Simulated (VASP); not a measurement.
Write the native input for VASP 6.6.1 that does the following.

```
Task                   : single point
Functional             : r2SCAN
Dispersion             : rVV10
Potentials or basis    : VASP PAW PBE potentials, release 64 (Al, N)
Cutoff                 : 520 eV
k mesh                 : 8 × 8 × 8
Occupations            : gaussian, width 0.01 eV
Spin                   : no spin polarisation
Dipole correction      : no
Further INCAR settings : ALGO = Normal; EDIFF = 1e-07; NBANDS = 11
```

The system is AlN.

```
Al N
1.0
     0.00000    2.18231    2.18231
     2.18231    0.00000    2.18231
     2.18231    2.18231    0.00000
Al N
1 1
Direct
  0.00000 0.00000 0.00000
  0.75000 0.75000 0.75000
```

The input as run:

POSCAR

```
AlN
1.0
    0.0000000000      2.1823139718      2.1823139718
    2.1823139718      0.0000000000      2.1823139718
    2.1823139718      2.1823139718      0.0000000000
Al N
1 1
Direct
    0.0000000000      0.0000000000      0.0000000000
    0.7500000000      0.7500000000      0.7500000000
```

INCAR.step1

```
SYSTEM = AlN
PREC     = Accurate       ! precision mode
ENCUT    = 520            ! plane-wave cutoff, eV
ISMEAR   = 0              ! smearing method
SIGMA    = 0.01           ! smearing width, eV
LREAL    = .False.        ! projectors in reciprocal space
LASPH    = .True.         ! aspherical terms in the spheres
NELM     = 80             ! most SCF steps
NBANDS   = 11             ! bands
GGA      = PE             ! functional
ALGO     = Normal         ! electronic algorithm
EDIFF    = 1E-4           ! SCF threshold, eV
LWAVE    = .True.         ! write WAVECAR
LCHARG   = .False.        ! write CHGCAR
```

INCAR.step2

```
SYSTEM = AlN
PREC     = Accurate       ! precision mode
ENCUT    = 520            ! plane-wave cutoff, eV
EDIFF    = 1E-7           ! SCF threshold, eV
ISMEAR   = 0              ! smearing method
SIGMA    = 0.01           ! smearing width, eV
LREAL    = .False.        ! projectors in reciprocal space
LASPH    = .True.         ! aspherical terms in the spheres
NELM     = 80             ! most SCF steps
ALGO     = Normal         ! electronic algorithm
ISIF     = 2              ! what is computed and relaxed
LWAVE    = .False.        ! write WAVECAR
LCHARG   = .True.         ! write CHGCAR
METAGGA  = R2SCAN         ! meta-GGA
LMIXTAU  = .True.       
LUSE_VDW = .True.       
IVDW_NL  = 2            
BPARAM   = 11.95        
CPARAM   = 0.0093       
LELF     = .True.         ! ELF
LVHAR    = .True.       
NBANDS   = 11             ! bands
ISTART   = 1
```

KPOINTS

```
regular mesh
0
Gamma
  8 8 8
  0 0 0
```

Potentials or basis: VASP PAW PBE potentials, release 64 (Al, N).

Launch:

```console
$ cat potpaw_PBE.64/Al/POTCAR potpaw_PBE.64/N/POTCAR > POTCAR
$ cp INCAR.step1 INCAR
$ mpirun -np 1 vasp_std > vasp.out
$ cp INCAR.step2 INCAR
$ mpirun -np 1 vasp_std > vasp.out
```

Results of the run:

The pressure is -0.3 GPa and the band gap on the k mesh is 3.89 eV, indirect (least direct gap 4.88 eV).

Caveat: the PAW data sets were made with another functional, which shifts forces and pressure a little.

Wall time 51 s on 1 thread of Intel(R) Xeon(R) Platinum 8259CL CPU @ 2.50GHz (Skylake/Cascade Lake), on a shared host, peak memory 0.2 GiB.
